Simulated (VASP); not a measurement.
# RbCl (Fm-3m) in VASP: single point with PBE

Aim: the single point of RbCl with PBE.

Program: VASP 6.6.1. These are calculated values, not measurements. Logs are shortened: lines on timing, memory, paths and dates and some standing lists are left out, and cuts for length are marked.

## 1. The cell of the first run

Symmetry: Fm-3m, No. 225, cubic system. The conventional cell has a = 6.698 Å, b = 6.698 Å, c = 6.698 Å, α = 90.00°, β = 90.00°, γ = 90.00°. Within 4.4 Å of Rb (site symmetry m-3m) lie 6 Cl at 3.35 Å. Cl (site symmetry m-3m) has 6 Rb at 3.35 Å within 4.4 Å.

## 2. Single point, PBE

Contents of POSCAR:

```
RbCl
1.0
    0.0000000000      3.3491260158      3.3491260158
    3.3491260158      0.0000000000      3.3491260158
    3.3491260158      3.3491260158      0.0000000000
Rb Cl
1 1
Direct
    0.0000000000      0.0000000000      0.0000000000
    0.5000000000      0.5000000000      0.5000000000
```

Contents of INCAR.step1:

```
PREC = Accurate ; ENCUT = 400
EDIFF = 1E-6 ; ISMEAR = 0
SIGMA = 0.02 ; LREAL = False
LASPH = True ; NELM = 120
ALGO = Normal ; ISIF = 2
LWAVE = False ; LCHARG = True
GGA = PE ; NBANDS = 15
GGA_COMPAT = False ; NEDOS = 2001
LORBIT = 11
```

Contents of KPOINTS.step1:

```
regular mesh
0
Gamma
  6 6 6
```

Contents of INCAR.step2:

```
PREC = Accurate ; ENCUT = 400
EDIFF = 1E-6 ; ISMEAR = -5
SIGMA = 0.02 ; LREAL = False
LASPH = True ; NELM = 120
ALGO = Normal ; ISIF = 2
LWAVE = False ; LCHARG = False
GGA = PE ; LORBIT = 11
NEDOS = 1001 ; ICHARG = 11
GGA_COMPAT = False
```

Contents of KPOINTS.step2:

```
regular mesh
0
Gamma
  9 9 9
```

Potentials or basis: VASP PAW PBE potentials, release 64 (Rb_sv, Cl).

Launch:

```console
$ cat potpaw_PBE.64/Rb_sv/POTCAR potpaw_PBE.64/Cl/POTCAR > POTCAR
$ cp INCAR.step1 INCAR
$ cp KPOINTS.step1 KPOINTS
$ mpirun -np 1 vasp_std > vasp.out
$ cp INCAR.step2 INCAR
$ cp KPOINTS.step2 KPOINTS
$ mpirun -np 1 vasp_std > vasp.out
```

OUTCAR:

```text
PREC = Accurate
   ENCUT = 400
   EDIFF = 1E-6
   ISMEAR = -5
   LREAL = False
   LASPH = True
   NELM = 120
   ISIF = 2
   GGA = PE
   LORBIT = 11
   ICHARG = 11

 ion  position               nearest neighbor table
   1  0.000  0.000  0.000-   2 3.35   2 3.35   2 3.35   2 3.35   2 3.35   2 3.35
   2  0.500  0.500  0.500-   1 3.35   1 3.35   1 3.35   1 3.35   1 3.35   1 3.35

  LATTYP: Found a face centered cubic cell.
 ALAT       =     6.6982520316

  Lattice vectors:

 A1 = (   0.0000000000,   3.3491260158,   3.3491260158)
 A2 = (   3.3491260158,   0.0000000000,   3.3491260158)
 A3 = (   3.3491260158,   3.3491260158,   0.0000000000)

Analysis of symmetry for initial positions (statically):
=====================================================================
 Subroutine PRICEL returns:
 Original cell was already a primitive cell.

 Routine SETGRP: Setting up the symmetry group for a
 face centered cubic supercell.

 Subroutine GETGRP returns: Found 48 space group operations
 (whereof 48 operations were pure point group operations)
 out of a pool of 48 trial point group operations.

The static configuration has the point symmetry O_h .

Analysis of symmetry for dynamics (positions and initial velocities):
=====================================================================
 Subroutine PRICEL returns:
 Original cell was already a primitive cell.

 Routine SETGRP: Setting up the symmetry group for a
 face centered cubic supercell.

 Subroutine GETGRP returns: Found 48 space group operations
 (whereof 48 operations were pure point group operations)
 out of a pool of 48 trial point group operations.

The dynamic configuration has the point symmetry O_h .

 Subroutine INISYM returns: Found 48 space group operations
 (whereof 48 operations are pure point group operations),
 and found     1 'primitive' translations

----------------------------------------------------------------------------------------

                                     Primitive cell

  volume of cell :      75.1319

  direct lattice vectors                    reciprocal lattice vectors
     0.000000000  3.349126016  3.349126016    -0.149292680  0.149292680  0.149292680
     3.349126016  0.000000000  3.349126016     0.149292680 -0.149292680  0.149292680
     3.349126016  3.349126016  0.000000000     0.149292680  0.149292680 -0.149292680

  length of vectors
     4.736379434  4.736379434  4.736379434     0.258582508  0.258582508  0.258582508

  position of ions in fractional coordinates (direct lattice)
     0.000000000  0.000000000  0.000000000
     0.500000000  0.500000000  0.500000000

  ion indices of the primitive-cell ions
   primitive index   ion index
                 1           1
                 2           2

----------------------------------------------------------------------------------------

 KPOINTS: regular mesh

Automatic generation of k-mesh.
 Grid dimensions read from file:
 generate k-points for:    9    9    9

 Generating k-lattice:

  Cartesian coordinates                     Fractional coordinates (reciprocal lattice)
    -0.016588076  0.016588076  0.016588076     0.111111111  0.000000000  0.000000000
     0.016588076 -0.016588076  0.016588076     0.000000000  0.111111111  0.000000000
     0.016588076  0.016588076 -0.016588076     0.000000000  0.000000000  0.111111111

  Length of vectors
     0.028731390  0.028731390  0.028731390

  Shift w.r.t. Gamma in fractional coordinates (k-lattice)
     0.000000000  0.000000000  0.000000000

 TETIRR: Found    115 inequivalent tetrahedra from     4374

 Subroutine IBZKPT returns following result:
 ===========================================

 Found     35 irreducible k-points:

 Following reciprocal coordinates:
            Coordinates               Weight
  0.000000  0.000000  0.000000      1.000000
  0.111111  0.000000  0.000000      8.000000
  0.222222  0.000000  0.000000      8.000000
  0.333333  0.000000  0.000000      8.000000
  0.444444  0.000000  0.000000      8.000000
  0.111111  0.111111  0.000000      6.000000
[... 16 lines left out ...]
 -0.333333  0.333333  0.000000     12.000000
  0.444444  0.444444  0.000000      6.000000
 [... further k-points ...]
   k-points           NKPTS =     35   k-points in BZ     NKDIM =     35   number of bands    NBANDS=     12
   number of dos      NEDOS =   1001   number of ions     NIONS =      2
   total plane-waves  NPLWV =  32768
   dimension x,y,z NGX =    32 NGY =   32 NGZ =   32
   dimension x,y,z NGXF=    64 NGYF=   64 NGZF=   64
   ions per type =               1   1
   NGX,Y,Z   is equivalent  to a cutoff of  11.23, 11.23, 11.23 a.u.
   NGXF,Y,Z  is equivalent  to a cutoff of  22.46, 22.46, 22.46 a.u.
 SYSTEM =  unknown system
   PREC   = accura    normal or accurate (medium, high low for compatibility)
   ISTART =      0    job   : 0-new  1-cont  2-samecut
   ICHARG =     11    charge: 1-file 2-atom 10-const
   ISPIN  =      1    spin polarized calculation?
   LNONCOLLINEAR =      F non collinear calculations
   LSORBIT =      F    spin-orbit coupling
   LASPH  =      T    aspherical Exc in radial PAW
   ENCUT  =  400.0 eV  29.40 Ry    5.42 a.u.   7.72  7.72  7.72*2*pi/ulx,y,z
   NELM   =    120;   NELMIN=  2; NELMDL=  0     # of ELM steps
   EDIFF  = 0.1E-05   stopping-criterion for ELM
   LREAL  =      F    real-space projection
   EDIFFG = 0.1E-04   stopping-criterion for IOM
   NSW    =      0    number of steps for IOM
   IBRION =     -1    ionic relax: 0-MD 1-quasi-New 2-CG
   NFREE  =      0    steps in history (QN), initial steepest desc. (CG)
   ISIF   =      2    stress and relaxation
   ISYM   =      2    0-nonsym 1-usesym 2-fastsym
   POTIM  = 0.5000    time-step for ionic-motion
   TEBEG  =    0.0;   TEEND  =   0.0 temperature during run
   PSTRESS=    0.0 pullay stress
   NELECT =      16.0000    total number of electrons
   NUPDOWN=      -1.0000    fix difference up-down
   EMIN   =  10.00;   EMAX   =-10.00  energy-range for DOS
   EFERMI =   0.00;   METHOD = LEGACY
   ISMEAR =    -5;   SIGMA  =   0.02  broadening in eV -4-tet -1-fermi 0-gaus
   EFERMI_NEDOS =   21; number of points for ismear=-14 and -15
   IALGO  =     38    algorithm
   IMIX   =      4    mixing-type and parameters
     AMIX     =   0.40;   BMIX     =  1.00
     AMIX_MAG =   1.60;   BMIX_MAG =  1.00
  volume/ion in A,a.u.               =      37.57       253.51
  Fermi-wavevector in a.u.,A,eV,Ry     =   0.977627  1.847448 13.003839  0.955755
  Thomas-Fermi vector in A             =   2.108340
   LORBIT       =     11    0 simple, 1 ext, 2 COOP (PROOUT), +10 PAW based schemes
   GGA     = PE    functional components
   LHFCALC =     F    Hartree Fock is set to
   AEXX    =    0.0000 exact exchange contribution
   IVDW    =     0    specifies the selected vdW correction
   LEPSILON=     F    determine dielectric tensor
   LRPA    =     F    only Hartree local field effects (RPA)
 non-spin polarized calculation
 Fermi weights with tetrahedron method with Bloechl corrections
  energy-cutoff  :      400.00
  volume of cell :       75.13
 maximum number of plane-waves:      1384

 number of electron      16.0000001 magnetization

 Free energy of the ion-electron system (eV)
  ---------------------------------------------------
  ext. energy  EPLUGINS =         0.00000000
  ---------------------------------------------------
  free energy    TOTEN  =        -6.67596458 eV

  energy without entropy =       -6.67596458  energy(sigma->0) =       -6.67596458

 E-fermi :  -2.0635     XC(G=0):  -7.1419

 val. band max:       -2.0667945936   @ k =   0.0000   0.0000   0.0000
 cond. band min:       2.7655040788   @ k =   0.0000   0.0000   0.0000
 fundamental gap:      4.8322986725
 Fermi energy:        -2.0635397252

 k-point     1 :       0.0000    0.0000    0.0000
  band No.  band energies     occupation
      1     -26.1184      2.00000
      2     -14.0219      2.00000
      3     -10.1674      2.00000
      4     -10.1674      2.00000
      5     -10.1674      2.00000
      6      -2.0668      2.00000
      7      -2.0668      2.00000
      8      -2.0668      2.00000
      9       2.7655      0.00000
     10       5.8860      0.00000
     11       5.8860      0.00000
     12       5.8860      0.00000

 k-point     2 :       0.1111    0.0000    0.0000
  band No.  band energies     occupation
      1     -26.1170      2.00000
      2     -14.0275      2.00000
      3     -10.1688      2.00000
      4     -10.1688      2.00000
      5     -10.1656      2.00000
      6      -2.1801      2.00000
      7      -2.1035      2.00000
      8      -2.1035      2.00000
      9       3.0391      0.00000
     10       5.7861      0.00000
     11       6.0324      0.00000
     12       6.0324      0.00000

 k-point     3 :       0.2222    0.0000    0.0000
  band No.  band energies     occupation
      1     -26.1135      2.00000
      2     -14.0415      2.00000
      3     -10.1722      2.00000
      4     -10.1722      2.00000
      5     -10.1610      2.00000
      6      -2.4353      2.00000
      7      -2.1937      2.00000
      8      -2.1937      2.00000
      9       3.7497      0.00000
     10       5.6524      0.00000
     11       6.4579      0.00000
     12       6.4579      0.00000
[... 286 lines left out ...]
 k-point    23 :      -0.3333    0.3333    0.0000
  band No.  band energies     occupation
      1     -26.1037      2.00000
      2     -14.0212      2.00000
      3     -10.3165      2.00000
      4     -10.2077      2.00000
      5     -10.1954      2.00000
      6      -2.5648      2.00000
      7      -2.3187      2.00000
      8      -2.3158      2.00000
      9       5.2093      0.00000
     10       6.1113      0.00000
     11       7.1676      0.00000
     12       7.3017      0.00000

 k-point    24 :       0.4444    0.4444    0.0000
  band No.  band energies     occupation
      1     -26.1034      2.00000
      2     -13.9829      2.00000
      3     -10.3606      2.00000
      4     -10.2475      2.00000
      5     -10.2475      2.00000
      6      -2.4156      2.00000
      7      -2.1701      2.00000
      8      -2.1701      2.00000
      9       4.2041      0.00000
     10       5.5866      0.00000
     11       7.5129      0.00000
     12       7.8393      0.00000

 [... further k-points ...]

------------------------ aborting loop because EDIFF is reached ----------------------------------------

  FORCE on cell =-STRESS in cart. coord.  units (eV):
  Direction    XX          YY          ZZ          XY          YZ          ZX
  --------------------------------------------------------------------------------------
  -------------------------------------------------------------------------------------
  Total        0.0008205      0.0008205      0.0008205      0.0000000     -0.0000000      0.0000000
  in kB        0.0174963      0.0174963      0.0174963      0.0000000     -0.0000000      0.0000000
  external PRESSURE =       0.0174963 kB  Pullay stress =       0.0000000 kB

 VOLUME and BASIS-vectors are now :
 -----------------------------------------------------------------------------
  energy-cutoff  :      400.00
  volume of cell :       75.13
      direct lattice vectors                 reciprocal lattice vectors
     0.000000000  3.349126016  3.349126016    -0.149292680  0.149292680  0.149292680
     3.349126016  0.000000000  3.349126016     0.149292680 -0.149292680  0.149292680
     3.349126016  3.349126016  0.000000000     0.149292680  0.149292680 -0.149292680

 POSITION                                       TOTAL-FORCE (eV/Angst)
 -----------------------------------------------------------------------------------
      0.00000      0.00000      0.00000         0.000000      0.000000      0.000000
      3.34913      3.34913      3.34913         0.000000      0.000000      0.000000
 -----------------------------------------------------------------------------------
    total drift:                                0.000000     -0.000000     -0.000000

  FREE ENERGIE OF THE ION-ELECTRON SYSTEM (eV)
  ---------------------------------------------------
  free  energy   TOTEN  =        -6.6759645797 eV

  energy  without entropy=       -6.6759645797  energy(sigma->0) =       -6.67596458

 total charge

# of ion       s       p       d       tot
------------------------------------------
    1        1.938   5.357   0.020   7.315
    2        1.589   3.555   0.000   5.143
--------------------------------------------------
tot          3.527   8.911   0.020  12.458
```

It took 37 s on 1 thread of Intel Xeon 8259CL, shared host; peak memory 0.17 GiB.

What came out:

| Item | Value |
| --- | --- |
| Valence electrons inside the program's atomic spheres | Rb 7.32; Cl 5.14 |

Levels at points of the mesh, in eV from the valence-band top:
```tsv
k point	band 6	band 7	band 8	band 9	band 10	band 11
(0.00, 0.00, 0.00)	0.00	0.00	0.00	4.83	7.95	7.95
```
